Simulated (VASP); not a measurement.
# P3C2 (P-4m2) in VASP: a series of runs

P3C2 is run at these levels: PBE; tasks: single point, relaxation of cell and atoms.

All numbers are computed with VASP 6.6.1; they aren't measurements. Logs are shortened: lines on timing, memory, paths and dates and some standing lists are left out, and cuts for length are marked.

**1. The cell of the first run**

Symmetry: P-4m2, No. 115, tetragonal system. The conventional cell has a = 2.783 Å, b = 2.783 Å, c = 7.542 Å, α = 90.00°, β = 90.00°, γ = 90.00°. P (site symmetry 2mm) has 5 C at 1.92 to 1.97 Å within 2.5 Å. P (site symmetry -4m2) has 8 P at 2.78 to 3.07 Å and 4 C at 3.20 Å within 3.7 Å. Within 2.5 Å of C (site symmetry 2mm) lie 5 P at 1.92 to 1.97 Å.

The cell was generated, and may not be a known phase.

**2. Single point, PBE**

Input file INCAR:

```
ALGO = Fast ; EDIFF = 1E-6
ENCUT = 520 ; GGA = PE
ISIF = 2 ; ISMEAR = 0
LASPH = T ; LCHARG = T
LELF = T ; LREAL = F
LVHAR = T ; LWAVE = F
NBANDS = 20 ; NELM = 100
PREC = Accurate ; SIGMA = 0.1
```

Input file KPOINTS:

```
k-points
0
Gamma
  14 14 6
```

Input file POSCAR:

```
P3C2
1.0
    2.7825737740      0.0000000000      0.0000000000
    0.0000000000      2.7825737740      0.0000000000
    0.0000000000      0.0000000000      7.5415670455
P C
3 2
Direct
    0.0000000000      0.5000000000      0.3622671727
    0.5000000000      0.0000000000      0.6377328273
    0.5000000000      0.5000000000      0.0000000000
    0.5000000000      0.0000000000      0.3828129166
    0.0000000000      0.5000000000      0.6171870834
```

Potentials or basis: VASP PAW PBE potentials, release 64 (P, C).

On the command line:

```bash
$ cat potpaw_PBE.64/P/POTCAR potpaw_PBE.64/C/POTCAR > POTCAR
$ mpirun -np 1 vasp_std > vasp.out
```

OUTCAR:

```text
EDIFF = 1E-6
   ENCUT = 520
   GGA = PE
   ISIF = 2
   ISMEAR = 0
   LASPH = T
   LREAL = F
   NELM = 100
   PREC = Accurate

 ion  position               nearest neighbor table
   1  0.000  0.500  0.362-   5 1.92   4 1.97   4 1.97   4 1.97   4 1.97   2 2.86   2 2.86   2 2.86
                             2 2.86
   2  0.500  0.000  0.638-   4 1.92   5 1.97   5 1.97   5 1.97   5 1.97   1 2.86   1 2.86   1 2.86
                             1 2.86
   3  0.500  0.500  0.000-
   4  0.500  0.000  0.383-   2 1.92   1 1.97   1 1.97   1 1.97   1 1.97
   5  0.000  0.500  0.617-   1 1.92   2 1.97   2 1.97   2 1.97   2 1.97

  LATTYP: Found a simple tetragonal cell.
 ALAT       =     2.7825737740
 C/A-ratio  =     2.7102846710

  Lattice vectors:

 A1 = (   2.7825737740,   0.0000000000,   0.0000000000)
 A2 = (   0.0000000000,   2.7825737740,   0.0000000000)
 A3 = (   0.0000000000,   0.0000000000,   7.5415670455)

Analysis of symmetry for initial positions (statically):
=====================================================================
 Subroutine PRICEL returns:
 Original cell was already a primitive cell.

 Routine SETGRP: Setting up the symmetry group for a
 simple tetragonal supercell.

 Subroutine GETGRP returns: Found  8 space group operations
 (whereof  8 operations were pure point group operations)
 out of a pool of 16 trial point group operations.

The static configuration has the point symmetry D_2d.

Analysis of symmetry for dynamics (positions and initial velocities):
=====================================================================
 Subroutine PRICEL returns:
 Original cell was already a primitive cell.

 Routine SETGRP: Setting up the symmetry group for a
 simple tetragonal supercell.

 Subroutine GETGRP returns: Found  8 space group operations
 (whereof  8 operations were pure point group operations)
 out of a pool of 16 trial point group operations.

The dynamic configuration has the point symmetry D_2d.

 Subroutine INISYM returns: Found  8 space group operations
 (whereof  8 operations are pure point group operations),
 and found     1 'primitive' translations

----------------------------------------------------------------------------------------

                                     Primitive cell

  volume of cell :      58.3922
[... 94 lines left out ...]
   NELM   =    100;   NELMIN=  2; NELMDL= -5     # of ELM steps
   EDIFF  = 0.1E-05   stopping-criterion for ELM
   LREAL  =      F    real-space projection
   EDIFFG = 0.1E-04   stopping-criterion for IOM
   NSW    =      0    number of steps for IOM
   IBRION =     -1    ionic relax: 0-MD 1-quasi-New 2-CG
   NFREE  =      0    steps in history (QN), initial steepest desc. (CG)
   ISIF   =      2    stress and relaxation
   ISYM   =      2    0-nonsym 1-usesym 2-fastsym
   POTIM  = 0.5000    time-step for ionic-motion
   TEBEG  =    0.0;   TEEND  =   0.0 temperature during run
   PSTRESS=    0.0 pullay stress
   NELECT =      23.0000    total number of electrons
   NUPDOWN=      -1.0000    fix difference up-down
   EMIN   =  10.00;   EMAX   =-10.00  energy-range for DOS
   EFERMI =   0.00;   METHOD = LEGACY
   ISMEAR =     0;   SIGMA  =   0.10  broadening in eV -4-tet -1-fermi 0-gaus
   EFERMI_NEDOS =   21; number of points for ismear=-14 and -15
   IALGO  =     68    algorithm
   IMIX   =      4    mixing-type and parameters
     AMIX     =   0.40;   BMIX     =  1.00
     AMIX_MAG =   1.60;   BMIX_MAG =  1.00
  volume/ion in A,a.u.               =      11.68        78.81
  Fermi-wavevector in a.u.,A,eV,Ry     =   1.200049  2.267765 19.594002  1.440119
  Thomas-Fermi vector in A             =   2.335896
   LORBIT       =      0    0 simple, 1 ext, 2 COOP (PROOUT), +10 PAW based schemes
   GGA     = PE    functional components
   LHFCALC =     F    Hartree Fock is set to
   AEXX    =    0.0000 exact exchange contribution
   IVDW    =     0    specifies the selected vdW correction
   LEPSILON=     F    determine dielectric tensor
   LRPA    =     F    only Hartree local field effects (RPA)
 non-spin polarized calculation
 RMM-DIIS sequential band-by-band and
 Gauss-broadening in eV      SIGMA  =   0.10
  energy-cutoff  :      520.00
  volume of cell :       58.39
 maximum number of plane-waves:      1597
 NGX is ok and might be reduce to    24
   NGX = 11   NGY = 11   NGZ = 29

 number of electron      23.0000001 magnetization

 Free energy of the ion-electron system (eV)
  ---------------------------------------------------
  ext. energy  EPLUGINS =         0.00000000
  ---------------------------------------------------
  free energy    TOTEN  =       -29.13171658 eV

  energy without entropy =      -29.12522252  energy(sigma->0) =      -29.12846955

 E-fermi :   8.5706     XC(G=0): -11.3412

 val. band max:        8.5135487384   @ k =   0.4286   0.0714   0.5000
 cond. band min:       8.5726368468   @ k =   0.2143   0.2143   0.5000
 fundamental gap:      0.0590881084
 Fermi energy:         8.5705997999

 k-point     1 :       0.0000    0.0000    0.0000
  band No.  band energies     occupation
      1     -11.0588      2.00000
      2      -6.9071      2.00000
      3      -3.6551      2.00000
      4       0.9214      2.00000
      5       3.5826      2.00000
      6       3.5826      2.00000
[... 541 lines left out ...]
     19      16.9031      0.00000
     20      17.6759      0.00000

 [... further k-points ...]

------------------------ aborting loop because EDIFF is reached ----------------------------------------

  FORCE on cell =-STRESS in cart. coord.  units (eV):
  Direction    XX          YY          ZZ          XY          YZ          ZX
  --------------------------------------------------------------------------------------
  -------------------------------------------------------------------------------------
  Total       -0.1313527     -0.1313527     -0.0926491      0.0000000      0.0000000     -0.0000000
  in kB       -3.6040819     -3.6040819     -2.5421237      0.0000000      0.0000000     -0.0000000
  external PRESSURE =      -3.2500958 kB  Pullay stress =       0.0000000 kB

 VOLUME and BASIS-vectors are now :
 -----------------------------------------------------------------------------
  energy-cutoff  :      520.00
  volume of cell :       58.39
      direct lattice vectors                 reciprocal lattice vectors
     2.782573774  0.000000000  0.000000000     0.359379510  0.000000000  0.000000000
     0.000000000  2.782573774  0.000000000     0.000000000  0.359379510  0.000000000
     0.000000000  0.000000000  7.541567045     0.000000000  0.000000000  0.132598437

 POSITION                                       TOTAL-FORCE (eV/Angst)
 -----------------------------------------------------------------------------------
      0.00000      1.39129      2.73206        -0.000000      0.000000      0.023141
      1.39129      0.00000      4.80950        -0.000000      0.000000     -0.023141
      1.39129      1.39129      0.00000         0.000000     -0.000000      0.000000
      1.39129      0.00000      2.88701         0.000000      0.000000      0.015317
      0.00000      1.39129      4.65456         0.000000      0.000000     -0.015317
 -----------------------------------------------------------------------------------
    total drift:                               -0.000000     -0.000000     -0.000000

  FREE ENERGIE OF THE ION-ELECTRON SYSTEM (eV)
  ---------------------------------------------------
  free  energy   TOTEN  =       -29.1317165828 eV

  energy  without entropy=      -29.1252225212  energy(sigma->0) =      -29.12846955
```

OSZICAR:

```text
N       E                     dE             d eps       ncg     rms          rms(c)
DAV:   1     0.694142340619E+02    0.69414E+02   -0.10519E+04  5760   0.101E+03
DAV:   2    -0.264118300041E+02   -0.95826E+02   -0.92000E+02  7512   0.184E+02
DAV:   3    -0.313679505232E+02   -0.49561E+01   -0.49053E+01  7432   0.398E+01
DAV:   4    -0.314252135757E+02   -0.57263E-01   -0.57181E-01  7672   0.487E+00
DAV:   5    -0.314259795146E+02   -0.76594E-03   -0.76580E-03  7460   0.546E-01    0.145E+01
RMM:   6    -0.291941677004E+02    0.22318E+01   -0.43041E+00  6290   0.881E+00    0.672E+00
RMM:   7    -0.291371166434E+02    0.57051E-01   -0.71753E-01  6438   0.461E+00    0.378E+00
RMM:   8    -0.291332539046E+02    0.38627E-02   -0.16240E-01  7034   0.216E+00    0.126E+00
RMM:   9    -0.291309623900E+02    0.22915E-02   -0.21610E-02  6580   0.941E-01    0.141E-01
RMM:  10    -0.291315764205E+02   -0.61403E-03   -0.66589E-03  7226   0.458E-01    0.122E-01
RMM:  11    -0.291316855129E+02   -0.10909E-03   -0.10420E-03  7229   0.194E-01    0.348E-02
RMM:  12    -0.291317101124E+02   -0.24600E-04   -0.27558E-04  7095   0.954E-02    0.124E-02
RMM:  13    -0.291317152976E+02   -0.51852E-05   -0.74719E-05  7480   0.433E-02    0.419E-03
RMM:  14    -0.291317164381E+02   -0.11405E-05   -0.11052E-05  6377   0.168E-02    0.148E-03
RMM:  15    -0.291317165828E+02   -0.14471E-06   -0.15015E-06  4659   0.610E-03
   1 F= -.29131717E+02 E0= -.29128470E+02  d E =-.649406E-02
```

stdout:

```text
POSCAR found type information on POSCAR P C
 POSCAR found :  2 types and       5 ions
 scaLAPACK will be used
 LDA part: xc-table for (Slater+PW92), standard interpolation
 POSCAR, INCAR and KPOINTS ok, starting setup
 FFT: planning ... GRIDC
 FFT: planning ... GRID_SOFT
 FFT: planning ... GRID
 WAVECAR not read
 entering main loop
```

Run time: 2.7 min. Hardware: 1 thread of Oxide Virtual Turin-like, shared host; peak memory 0.23 GiB.

Results:

| Property | Result |
| --- | --- |
| Free energy | -29.1317 eV |
| Pressure | -0.3 GPa |
| Largest force | 0.023 eV/Å |
| Band gap on the k mesh | zero (an odd number of electrons rules out a gap without spin polarisation) |

Forces on the atoms (eV/Å):
```
P    0.000  0.000  0.023
P    0.000  0.000 -0.023
P    0.000  0.000  0.000
C    0.000  0.000  0.015
C    0.000  0.000 -0.015
```

Stress tensor (GPa, compression positive):
```
-0.36  0.00  0.00
 0.00 -0.36  0.00
 0.00  0.00 -0.25
```

**3. Relaxation of cell and atoms, PBE**

This run uses another cell than the first one, of 11.87 Å³/atom.

Input file INCAR:

```
PREC     = Accurate       # precision mode
ENCUT    = 600            # plane-wave cutoff, eV
EDIFF    = 1E-6           # SCF threshold, eV
ISMEAR   = 0              # smearing method
SIGMA    = 0.1            # smearing width, eV
LREAL    = F              # projectors in reciprocal space
LASPH    = T              # aspherical terms in the spheres
NELM     = 100            # most SCF steps
ALGO     = Fast           # electronic algorithm
ISIF     = 3              # what is computed and relaxed
LWAVE    = F              # write WAVECAR
LCHARG   = F              # write CHGCAR
GGA      = PE             # functional
IBRION   = 2              # ionic algorithm
NSW      = 100            # ionic steps
EDIFFG   = -0.01          # ionic threshold
```

Input file KPOINTS:

```
regular mesh
0
Gamma
  14 14 6
```

Input file POSCAR:

```
P3C2
1.0
    2.7901288678      0.0000000000      0.0000000000
    0.0000000000      2.7901288678      0.0000000000
    0.0000000000      0.0000000000      7.6226331588
P C
3 2
Direct
    0.0000000000      0.5000000000      0.3661253190
    0.5000000000      0.0000000000      0.6338746810
    0.5000000000      0.5000000000      0.0000000000
    0.5000000000      0.0000000000      0.3844579828
    0.0000000000      0.5000000000      0.6155420172
```

Potentials or basis: VASP PAW PBE potentials, release 64 (P, C).

On the command line:

```bash
$ cat potpaw_PBE.64/P/POTCAR potpaw_PBE.64/C/POTCAR > POTCAR
$ mpirun -np 1 vasp_std > vasp.out
```

OUTCAR:

```text
PREC = Accurate
   ENCUT = 600
   EDIFF = 1E-6
   ISMEAR = 0
   LREAL = F
   LASPH = T
   NELM = 100
   ISIF = 3
   GGA = PE
   IBRION = 2
   NSW = 100
   EDIFFG = -0.01

 ion  position               nearest neighbor table
   1  0.000  0.500  0.366-   5 1.90   4 1.98   4 1.98   4 1.98   4 1.98   2 2.84   2 2.84   2 2.84
                             2 2.84
   2  0.500  0.000  0.634-   4 1.90   5 1.98   5 1.98   5 1.98   5 1.98   1 2.84   1 2.84   1 2.84
                             1 2.84
   3  0.500  0.500  0.000-
   4  0.500  0.000  0.384-   2 1.90   1 1.98   1 1.98   1 1.98   1 1.98
   5  0.000  0.500  0.616-   1 1.90   2 1.98   2 1.98   2 1.98   2 1.98

  LATTYP: Found a simple tetragonal cell.
 ALAT       =     2.7901288678
 C/A-ratio  =     2.7320003914

  Lattice vectors:

[... 406 lines left out ...]
      4       0.9299      2.00000
      5       3.5984      2.00000
      6       3.5984      2.00000
      7       3.7142      2.00000
      8       5.4195      2.00000
      9       6.4374      2.00000
     10       6.4374      2.00000
     11      10.2431      0.00000
     12      11.8607      0.00000
     13      12.0537      0.00000
     14      12.2577      0.00000
[... 401 lines left out ...]
      2      -4.0727      2.00000
      3      -3.4019      2.00000
      4      -0.9995      2.00000
      5       0.5549      2.00000
      6       1.2703      2.00000
      7       3.3081      2.00000
      8       4.5700      2.00000
      9       5.3661      2.00000
     10       6.5691      2.00000
     11       6.9646      2.00000
     12       7.6064      2.00000
     13       9.3553      0.00000
     14       9.9495      0.00000
     15      12.6490      0.00000

 [... further k-points ...]

------------------------ aborting loop because EDIFF is reached ----------------------------------------

  FORCE on cell =-STRESS in cart. coord.  units (eV):
  Direction    XX          YY          ZZ          XY          YZ          ZX
  --------------------------------------------------------------------------------------
  -------------------------------------------------------------------------------------
  Total       -0.0111354     -0.0111354     -0.0280944      0.0000000      0.0000000     -0.0000000
  in kB       -0.3061659     -0.3061659     -0.7724464      0.0000000      0.0000000     -0.0000000
  external PRESSURE =      -0.4615927 kB  Pullay stress =       0.0000000 kB
[... 20 lines left out ...]
  FREE ENERGIE OF THE ION-ELECTRON SYSTEM (eV)
  ---------------------------------------------------
  free  energy   TOTEN  =       -29.1357466282 eV

  energy  without entropy=      -29.1292713560  energy(sigma->0) =      -29.13250899

 reached required accuracy - stopping structural energy minimisation
```

OSZICAR:

```text
N       E                     dE             d eps       ncg     rms          rms(c)
DAV:   1     0.953590219972E+02    0.95359E+02   -0.11780E+04  4320   0.151E+03
DAV:   2    -0.249576035662E+02   -0.12032E+03   -0.11844E+03  5814   0.235E+02
DAV:   3    -0.313261072110E+02   -0.63685E+01   -0.62925E+01  5797   0.578E+01
[... 88 lines left out ...]
       N       E                     dE             d eps       ncg     rms          rms(c)
DAV:   1    -0.291357562521E+02   -0.49049E-04   -0.12566E-03  4635   0.299E-01    0.211E-02
RMM:   2    -0.291357483999E+02    0.78522E-05   -0.31253E-05  4344   0.379E-02    0.120E-02
RMM:   3    -0.291357469494E+02    0.14505E-05   -0.61645E-06  4030   0.182E-02    0.790E-03
RMM:   4    -0.291357466282E+02    0.32127E-06   -0.23966E-06  2740   0.101E-02
  11 F= -.29135747E+02 E0= -.29132509E+02  d E =-.396934E-04
```

CONTCAR:

```text
P3C2
   1.00000000000000
     2.7802047474896350    0.0000000000000000   -0.0000000000000000
     0.0000000000000000    2.7802047474896350    0.0000000000000000
    -0.0000000000000000    0.0000000000000000    7.5388955752887190
  P               C
     3     2
Direct
     0.0000000000000000    0.5000000000000000    0.3623213028560302
     0.5000000000000000    0.0000000000000000    0.6376786971439699
     0.5000000000000000    0.5000000000000000    0.0000000000000000
     0.5000000000000000    0.0000000000000000    0.3828860639052752
     0.0000000000000000    0.5000000000000000    0.6171139360947250

  0.00000000E+00  0.00000000E+00  0.00000000E+00
  0.00000000E+00  0.00000000E+00  0.00000000E+00
  0.00000000E+00  0.00000000E+00  0.00000000E+00
  0.00000000E+00  0.00000000E+00  0.00000000E+00
  0.00000000E+00  0.00000000E+00  0.00000000E+00
```

Wall time 9.2 min (1 thread of Oxide Virtual Turin-like, shared host); peak memory 0.25 GiB.

What came out:

```yaml
Free_energy: -29.1357 eV
Relaxed_volume: 11.65 Å³/atom
Relaxed_cell: a = 2.780 Å, b = 2.780 Å, c = 7.539 Å, α = 90.00°, β = 90.00°, γ = 90.00°
Space_group_after_relaxing_to_0.1_Å: P-4m2 (No. 115)
Energy_gained_by_relaxing: 1.8 meV/atom
Ionic_steps: 11
Pressure_after_relaxing: 0.0 GPa
Largest_force_after_relaxing: 0.005 eV/Å
Band_gap_on_the_k_mesh: zero (an odd number of electrons rules out a gap without spin polarisation)
```

Forces in eV/Å, atoms in the order of the input:
```
P    0.000  0.000  0.003
P    0.000  0.000 -0.003
P    0.000  0.000  0.000
C    0.000  0.000 -0.005
C    0.000  0.000  0.005
```

The path:
| step | energy change (eV) | largest force (eV/Å) | pressure (GPa) | volume (Å³) |
| --- | --- | --- | --- | --- |
| 1 | 0.0000 | 0.2954 | -0.55 | 59.34 |
| 2 | -0.0039 | 0.0659 | -0.34 | 58.99 |
| 3 | -0.0052 | 0.0482 | -0.43 | 59.11 |
| 4 | -0.0065 | 0.0591 | 0.04 | 58.82 |
| 5 | -0.0070 | 0.1044 | 0.67 | 58.44 |
| 6 | -0.0076 | 0.0993 | 0.57 | 58.40 |
| 7 | -0.0086 | 0.0852 | 0.27 | 58.25 |
| 8 | -0.0087 | 0.0799 | 0.16 | 58.20 |
| 9 | -0.0089 | 0.0490 | 0.04 | 58.24 |
| 10 | -0.0090 | 0.0210 | -0.13 | 58.30 |
| 11 | -0.0091 | 0.0050 | -0.05 | 58.27 |

Final structure:
```
CELL_PARAMETERS angstrom
2.78020 0.00000 0.00000
0.00000 2.78020 0.00000
0.00000 0.00000 7.53890
ATOMIC_POSITIONS crystal
P 0.00000 0.50000 0.36232
P 0.50000 0.00000 0.63768
P 0.50000 0.50000 0.00000
C 0.50000 0.00000 0.38289
C 0.00000 0.50000 0.61711
```

The gap in the log of VASP goes by the Fermi energy; the results here count the filled bands.